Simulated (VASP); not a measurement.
**AlN: single point with HSE06**

The system is AlN.

```
Al N
1.0
     0.02185    2.20673    2.20673
     2.20673    0.02185    2.20673
     2.20673    2.20673    0.02185
Al N
1 1
Direct
  0.00060 0.00060 0.00060
  0.24940 0.24940 0.24940
```

This cell differs from its parent crystal: strain along [111] +1.5%.

```
Program                            : VASP 6.6.1
Task                               : single point
Functional                         : HSE06
Potentials or basis                : VASP PAW PBE potentials, release 64 (Al, N)
Cutoff                             : 520 eV
k mesh                             : 8 × 8 × 8
Occupations                        : gaussian, width 0.01 eV
Spin                               : no spin polarisation
Dipole correction                  : no
Grid for exact exchange (PRECFOCK) : Normal
Further INCAR settings             : ALGO = Normal; EDIFF = 1e-06; NBANDS = 11
Share of exact exchange            : 0.25
Screening parameter                : 0.2079 1/Å
```

```json
{
 "Pressure": "-3.8 GPa",
 "Band gap on the k mesh": "4.49 eV (least direct gap 5.35 eV)"
}
```

Stress tensor (GPa, compression positive):
```
-3.84 -1.93 -1.93
-1.93 -3.84 -1.93
-1.93 -1.93 -3.84
```

Levels at points of the mesh, in eV from the valence-band top:
```tsv
k point	band 1	band 2	band 3	band 4	band 5	band 6	band 7	band 8	band 9
(0.00, 0.00, 0.00)	-16.42	-0.12	0.00	0.00	5.35	13.77	14.16	14.16	19.41
(0.50, 0.00, 0.00)	-14.27	-6.30	-0.62	-0.57	8.63	11.47	12.47	12.64	19.65
(0.50, 0.50, 0.00)	-13.62	-5.32	-2.04	-1.90	4.49	9.93	15.81	17.55	17.60
(0.50, 0.50, 0.50)	-14.35	-6.38	-0.50	-0.50	8.80	11.47	12.77	12.77	19.66
```

Wall time 82 min on 1 thread of Oxide Virtual Turin-like Processor (shared host), peak memory 0.23 GiB.

Caveat: the cell differs from its parent crystal (strain along [111] +1.5%); the cell stands under tension; the structure was generated, so it needn't be the stable form of AlN; the PAW data sets were made with another functional, which shifts forces and pressure a little. A k mesh can miss the band edges.
